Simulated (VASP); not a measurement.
Input of a VASP 6.6.1 run:

File POSCAR:

```
Li2ClF
1.0
    1.6102440084      0.9296748116      5.1563053292
   -1.6102440084      0.9296748116      5.1563053292
    0.0000000000     -1.8593496235      5.1563053292
F Cl Li
1 1 2
Direct
    1.0000000000      0.0000000000      0.0000000000
    0.5000000000      0.5000000000      0.5000000000
    0.2633593308      0.2633593308      0.2633593308
    0.7366406692      0.7366406692      0.7366406692
```

File INCAR.step1:

```
SYSTEM = Li2ClF
PREC = Accurate
ENCUT = 520
ISMEAR = 0
SIGMA = 0.01
LREAL = .False.
LASPH = .True.
NELM = 80
NBANDS = 18
GGA = PE
ALGO = Normal
EDIFF = 1E-4
LWAVE = .True.
LCHARG = .False.
```

INCAR.step2

```
SYSTEM = Li2ClF
PREC = Accurate
ENCUT = 520
EDIFF = 1E-6
ISMEAR = 0
SIGMA = 0.01
LREAL = .False.
LASPH = .True.
NELM = 80
ALGO = Normal
ISIF = 2
LWAVE = .False.
LCHARG = .True.
METAGGA = R2SCAN
LMIXTAU = .True.
LELF = .True.
LVHAR = .True.
NBANDS = 18
ISTART = 1
```

KPOINTS

```
Automatic mesh
0
Gamma
  8 8 8
  0 0 0
```

Potentials or basis: VASP PAW PBE potentials, release 64 (F, Cl, Li_sv).

Run with:

```sh
$ cat potpaw_PBE.64/F/POTCAR potpaw_PBE.64/Cl/POTCAR potpaw_PBE.64/Li_sv/POTCAR > POTCAR
$ cp INCAR.step1 INCAR
$ mpirun -np 1 vasp_std > vasp.out
$ cp INCAR.step2 INCAR
$ mpirun -np 1 vasp_std > vasp.out
```

Q: Predict the band gap on the k mesh.

A: 5.78 eV.

Q: Predict the largest force.

A: 0.070 eV/Å.

Forces in eV/Å, atoms in the order of the input:
```
F    0.000  0.000  0.000
Cl   0.000  0.000  0.000
Li   0.000  0.000  0.070
Li   0.000  0.000 -0.070
```

Caveat: the PAW data sets were made with another functional, which shifts forces and pressure a little. A k mesh can miss the band edges.
